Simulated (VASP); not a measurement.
The system is SiC.

```
Si C
1.0
     3.09500    0.00000    0.00000
    -1.54750    2.68035    0.00000
     0.00000    0.00000   15.18644
Si C
6 6
Direct
  0.00000 0.00000 0.12504
  0.00000 0.00000 0.62504
  0.33333 0.66667 0.29182
  0.66667 0.33333 0.79182
  0.33333 0.66667 0.95831
  0.66667 0.33333 0.45831
  0.00000 0.00000 0.99969
  0.00000 0.00000 0.49969
  0.33333 0.66667 0.16683
  0.66667 0.33333 0.66683
  0.33333 0.66667 0.83332
  0.66667 0.33333 0.33332
```

* Program: VASP 6.6.1
* Task: relaxation of cell and atoms
* Functional: r2SCAN
* Potentials or basis: VASP PAW PBE potentials, release 64 (Si, C)
* Cutoff: 600 eV
* k mesh: 12 × 12 × 2
* Occupations: gaussian, width 0.02 eV
* Spin: no spin polarisation

At the start: pressure -3.9 GPa; volume 10.50 Å³/atom.

Problem. Where does the relaxation end?

Solution. Over 6 steps the energy falls by 2.2 meV/atom and the volume is 10.32 Å³/atom (-1.7 %); space group P6_3mc (No. 186, to 0.1 Å) before and after.

Step by step:
| step | energy change (eV) | largest force (eV/Å) | pressure (GPa) | volume (Å³) |
| --- | --- | --- | --- | --- |
| 1 | 0.0000 | 0.0063 | -3.86 | 125.98 |
| 2 | 0.0062 | 0.0162 | 4.55 | 121.43 |
| 3 | -0.0268 | 0.0050 | -0.05 | 123.80 |
| 4 | -0.0268 | 0.0052 | 0.08 | 123.75 |
| 5 | -0.0268 | 0.0057 | -0.09 | 123.83 |
| 6 | -0.0268 | 0.0006 | 0.00 | 123.79 |

Final structure:
```yaml
crystal:
  lattice:
    - [3.07683, 0.00000, 0.00000]
    - [-1.53841, 2.66461, 0.00000]
    - [0.00000, 0.00000, 15.09878]
  atoms:
    - { symbol: Si, position: [0.00000, 0.00000, 0.12504] }
    - { symbol: Si, position: [0.00000, 0.00000, 0.62504] }
    - { symbol: Si, position: [0.33333, 0.66667, 0.29182] }
    - { symbol: Si, position: [0.66667, 0.33333, 0.79182] }
    - { symbol: Si, position: [0.33333, 0.66667, 0.95830] }
    - { symbol: Si, position: [0.66667, 0.33333, 0.45830] }
    - { symbol: C, position: [0.00000, 0.00000, 0.99968] }
    - { symbol: C, position: [0.00000, 0.00000, 0.49968] }
    - { symbol: C, position: [0.33333, 0.66667, 0.16684] }
    - { symbol: C, position: [0.66667, 0.33333, 0.66684] }
    - { symbol: C, position: [0.33333, 0.66667, 0.83331] }
    - { symbol: C, position: [0.66667, 0.33333, 0.33331] }
```

Caveat: the PAW data sets were made with another functional, which shifts forces and pressure a little.
